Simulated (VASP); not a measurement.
# Si (P-1) in VASP: single point with r2SCAN

Aim: the single point of Si with r2SCAN.

Program: VASP 6.6.1. These are calculated values, not measurements. Logs are shortened: lines on timing, memory, paths and dates and some standing lists are left out, and cuts for length are marked.

## (1) The cell of the first run

The typed cell holds 2 atoms: a = 4.200 Å, b = 4.200 Å, c = 4.200 Å, α = 90.00°, β = 90.00°, γ = 90.00°.

## (2) Single point, r2SCAN

Input file POSCAR:

```
Si
1.0
    4.2000000000      0.0000000000      0.0000000000
    0.0000000000      4.2000000000      0.0000000000
    0.0000000000      0.0000000000      4.2000000000
Si
2
Direct
    0.0000000000      0.0000000000      0.0000000000
    0.3064186819      0.1838512091      0.1378884069
```

Input file INCAR.step1:

```
ALGO     = Normal         # electronic algorithm
EDIFF    = 1E-5           # SCF threshold, eV
ENCUT    = 550            # plane-wave cutoff, eV
GGA      = PE             # functional
GGA_COMPAT= F            
ISMEAR   = -1             # smearing method
LASPH    = T              # aspherical terms in the spheres
LCHARG   = F              # write CHGCAR
LREAL    = F              # projectors in reciprocal space
LWAVE    = T              # write WAVECAR
NBANDS   = 11             # bands
NELM     = 120            # most SCF steps
PREC     = Accurate       # precision mode
SIGMA    = 0.3            # smearing width, eV
```

Input file INCAR.step2:

```
ALGO     = Normal         # electronic algorithm
EDIFF    = 1E-6           # SCF threshold, eV
ENCUT    = 550            # plane-wave cutoff, eV
GGA_COMPAT= F            
ISIF     = 2              # what is computed and relaxed
ISMEAR   = -1             # smearing method
ISTART   = 1            
LASPH    = T              # aspherical terms in the spheres
LCHARG   = T              # write CHGCAR
LELF     = T              # ELF
LMIXTAU  = T            
LREAL    = F              # projectors in reciprocal space
LVHAR    = T            
LWAVE    = F              # write WAVECAR
METAGGA  = R2SCAN         # meta-GGA
NBANDS   = 11             # bands
NELM     = 120            # most SCF steps
PREC     = Accurate       # precision mode
SIGMA    = 0.3            # smearing width, eV
```

Input file KPOINTS:

```
k-points
0
Gamma
  1 1 1
```

Potentials or basis: VASP PAW PBE potentials, release 64 (Si).

The run is started by

```
> cat potpaw_PBE.64/Si/POTCAR > POTCAR
> cp INCAR.step1 INCAR
> mpirun -np 1 vasp_gam > vasp.out
> cp INCAR.step2 INCAR
> mpirun -np 1 vasp_gam > vasp.out
```

OUTCAR:

```text
EDIFF = 1E-6
   ENCUT = 550
   ISIF = 2
   ISMEAR = -1
   ISTART = 1
   LASPH = T
   LREAL = F
   METAGGA = R2SCAN
   NELM = 120
   PREC = Accurate

 ion  position               nearest neighbor table
   1  0.000  0.000  0.000-   2 1.61   2 3.07
   2  0.306  0.184  0.138-   1 1.61   1 3.07

  LATTYP: Found a simple cubic cell.
 ALAT       =     4.2000000000

  Lattice vectors:

 A1 = (   4.2000000000,   0.0000000000,   0.0000000000)
 A2 = (   0.0000000000,   4.2000000000,   0.0000000000)
 A3 = (   0.0000000000,   0.0000000000,   4.2000000000)

Analysis of symmetry for initial positions (statically):
=====================================================================
 Subroutine PRICEL returns:
 Original cell was already a primitive cell.

 Routine SETGRP: Setting up the symmetry group for a
 simple cubic supercell.

 Subroutine GETGRP returns: Found  2 space group operations
 (whereof  1 operations were pure point group operations)
 out of a pool of 48 trial point group operations.

The static configuration has the point symmetry C_1 .
 The point group associated with its full space group is S_2 .

Analysis of symmetry for dynamics (positions and initial velocities):
=====================================================================
 Subroutine PRICEL returns:
 Original cell was already a primitive cell.

 Routine SETGRP: Setting up the symmetry group for a
 simple cubic supercell.

 Subroutine GETGRP returns: Found  2 space group operations
 (whereof  1 operations were pure point group operations)
 out of a pool of 48 trial point group operations.

The dynamic configuration has the point symmetry C_1 .
 The point group associated with its full space group is S_2 .

 Subroutine INISYM returns: Found  2 space group operations
 (whereof  1 operations are pure point group operations),
 and found     1 'primitive' translations

----------------------------------------------------------------------------------------

                                     Primitive cell

  volume of cell :      74.0880

  direct lattice vectors                    reciprocal lattice vectors
     4.200000000  0.000000000  0.000000000     0.238095238  0.000000000  0.000000000
     0.000000000  4.200000000  0.000000000     0.000000000  0.238095238  0.000000000
     0.000000000  0.000000000  4.200000000     0.000000000  0.000000000  0.238095238

  length of vectors
     4.200000000  4.200000000  4.200000000     0.238095238  0.238095238  0.238095238

  position of ions in fractional coordinates (direct lattice)
     0.000000000  0.000000000  0.000000000
     0.306418682  0.183851209  0.137888407

  ion indices of the primitive-cell ions
   primitive index   ion index
                 1           1
                 2           2

----------------------------------------------------------------------------------------

 KPOINTS: k-points

Automatic generation of k-mesh.
 Grid dimensions read from file:
 generate k-points for:    1    1    1

 Generating k-lattice:

  Cartesian coordinates                     Fractional coordinates (reciprocal lattice)
     0.238095238  0.000000000  0.000000000     1.000000000  0.000000000  0.000000000
     0.000000000  0.238095238  0.000000000     0.000000000  1.000000000  0.000000000
     0.000000000  0.000000000  0.238095238     0.000000000  0.000000000  1.000000000

  Length of vectors
     0.238095238  0.238095238  0.238095238

  Shift w.r.t. Gamma in fractional coordinates (k-lattice)
     0.000000000  0.000000000  0.000000000

 Subroutine IBZKPT returns following result:
 ===========================================

 Found      1 irreducible k-points:

 Following reciprocal coordinates:
            Coordinates               Weight
  0.000000  0.000000  0.000000      1.000000
   k-points           NKPTS =      1   k-points in BZ     NKDIM =      1   number of bands    NBANDS=     11
   number of dos      NEDOS =    301   number of ions     NIONS =      2
   total plane-waves  NPLWV =  32768
   dimension x,y,z NGX =    32 NGY =   32 NGZ =   32
   dimension x,y,z NGXF=    64 NGYF=   64 NGZF=   64
   ions per type =               2
   NGX,Y,Z   is equivalent  to a cutoff of  12.67, 12.67, 12.67 a.u.
   NGXF,Y,Z  is equivalent  to a cutoff of  25.33, 25.33, 25.33 a.u.
 SYSTEM =  unknown system
   PREC   = accura    normal or accurate (medium, high low for compatibility)
   ISTART =      1    job   : 0-new  1-cont  2-samecut
   ICHARG =      0    charge: 1-file 2-atom 10-const
   ISPIN  =      1    spin polarized calculation?
   LNONCOLLINEAR =      F non collinear calculations
   LSORBIT =      F    spin-orbit coupling
   LASPH  =      T    aspherical Exc in radial PAW
   ENCUT  =  550.0 eV  40.42 Ry    6.36 a.u.   8.03  8.03  8.03*2*pi/ulx,y,z
   NELM   =    120;   NELMIN=  2; NELMDL=  0     # of ELM steps
   EDIFF  = 0.1E-05   stopping-criterion for ELM
   LREAL  =      F    real-space projection
   EDIFFG = 0.1E-04   stopping-criterion for IOM
   NSW    =      0    number of steps for IOM
   IBRION =     -1    ionic relax: 0-MD 1-quasi-New 2-CG
   NFREE  =      0    steps in history (QN), initial steepest desc. (CG)
   ISIF   =      2    stress and relaxation
   ISYM   =      2    0-nonsym 1-usesym 2-fastsym
   POTIM  = 0.5000    time-step for ionic-motion
   TEBEG  =    0.0;   TEEND  =   0.0 temperature during run
   PSTRESS=    0.0 pullay stress
   NELECT =       8.0000    total number of electrons
   NUPDOWN=      -1.0000    fix difference up-down
   EMIN   =  10.00;   EMAX   =-10.00  energy-range for DOS
   EFERMI =   0.00;   METHOD = LEGACY
   ISMEAR =    -1;   SIGMA  =   0.30  broadening in eV -4-tet -1-fermi 0-gaus
   EFERMI_NEDOS =   21; number of points for ismear=-14 and -15
   IALGO  =     38    algorithm
   IMIX   =      4    mixing-type and parameters
     AMIX     =   0.40;   BMIX     =  1.00
     AMIX_MAG =   1.60;   BMIX_MAG =  1.00
  volume/ion in A,a.u.               =      37.04       249.99
  Fermi-wavevector in a.u.,A,eV,Ry     =   0.779571  1.473175  8.268676  0.607731
  Thomas-Fermi vector in A             =   1.882702
   LORBIT       =      0    0 simple, 1 ext, 2 COOP (PROOUT), +10 PAW based schemes
   METAGGA = R2SCAN    functional components
   LHFCALC =     F    Hartree Fock is set to
   AEXX    =    0.0000 exact exchange contribution
   IVDW    =     0    specifies the selected vdW correction
   LEPSILON=     F    determine dielectric tensor
   LRPA    =     F    only Hartree local field effects (RPA)
 non-spin polarized calculation
  energy-cutoff  :      550.00
  volume of cell :       74.09
 maximum number of plane-waves:      1055
   NGX = 17   NGY = 17   NGZ = 17

 number of electron       7.9999999 magnetization

 Free energy of the ion-electron system (eV)
  ---------------------------------------------------
  ext. energy  EPLUGINS =         0.00000000
  ---------------------------------------------------
  free energy    TOTEN  =        -3.64237700 eV

  energy without entropy =       -2.67535838  energy(sigma->0) =       -3.15886769

 E-fermi :   0.0857     XC(G=0):  -7.0939

 val. band max:       -0.2543074125   @ k =   0.0000   0.0000   0.0000
 cond. band min:       0.2620948908   @ k =   0.0000   0.0000   0.0000
 fundamental gap:      0.5164023033
 Fermi energy:         0.0856583298

 k-point     1 :       0.0000    0.0000    0.0000
  band No.  band energies     occupation
      1      -9.8881      2.00000
      2      -1.1277      1.96557
      3      -0.5858      1.80727
      4      -0.2543      1.51286
      5       0.2621      0.71413
      6       2.9239      0.00016
      7       4.3785      0.00000
      8       8.4756      0.00000
      9       9.8161      0.00000
     10      10.2457      0.00000
     11      10.4896      0.00000

------------------------ aborting loop because EDIFF is reached ----------------------------------------

  FORCE on cell =-STRESS in cart. coord.  units (eV):
  Direction    XX          YY          ZZ          XY          YZ          ZX
  --------------------------------------------------------------------------------------
  -------------------------------------------------------------------------------------
  Total       35.0632291     14.4273057      9.0785717     16.4574079      6.6480883     12.5527604
  in kB      758.2538435    311.9952235    196.3270946    355.8968510    143.7670923    271.4575656
  external PRESSURE =     422.1920539 kB  Pullay stress =       0.0000000 kB

 VOLUME and BASIS-vectors are now :
 -----------------------------------------------------------------------------
  energy-cutoff  :      550.00
  volume of cell :       74.09
      direct lattice vectors                 reciprocal lattice vectors
     4.200000000  0.000000000  0.000000000     0.238095238  0.000000000  0.000000000
     0.000000000  4.200000000  0.000000000     0.000000000  0.238095238  0.000000000
     0.000000000  0.000000000  4.200000000     0.000000000  0.000000000  0.238095238

 POSITION                                       TOTAL-FORCE (eV/Angst)
 -----------------------------------------------------------------------------------
      0.00000      0.00000      0.00000       -24.367537    -12.387938     -9.389998
      1.28696      0.77218      0.57913        24.367537     12.387938      9.389998
 -----------------------------------------------------------------------------------
    total drift:                                0.000076      0.000002     -0.000009

  FREE ENERGIE OF THE ION-ELECTRON SYSTEM (eV)
  ---------------------------------------------------
  free  energy   TOTEN  =        -3.6423770016 eV

  energy  without entropy=       -2.6753583844  energy(sigma->0) =       -3.15886769
```

Wall time 9.5 s (1 thread of Intel Xeon Platinum 8559C (Emerald Rapids), shared host); peak memory 0.16 GiB.

What came out:

* Free energy: -3.6424 eV
* Pressure: 42.2 GPa
* Largest force: 28.903 eV/Å
* Band gap on the k mesh: 0.52 eV

Forces on the atoms (eV/Å):
```
Si  -24.368 -12.388  -9.390
Si   24.368  12.388   9.390
```

Stress tensor (GPa, compression positive):
```
75.83 35.59 27.15
35.59 31.20 14.38
27.15 14.38 19.63
```

Caveat: the k points lie up to 1.50 Å⁻¹ apart; the PAW data sets were made with another functional, which shifts forces and pressure a little. A k mesh can miss the band edges.
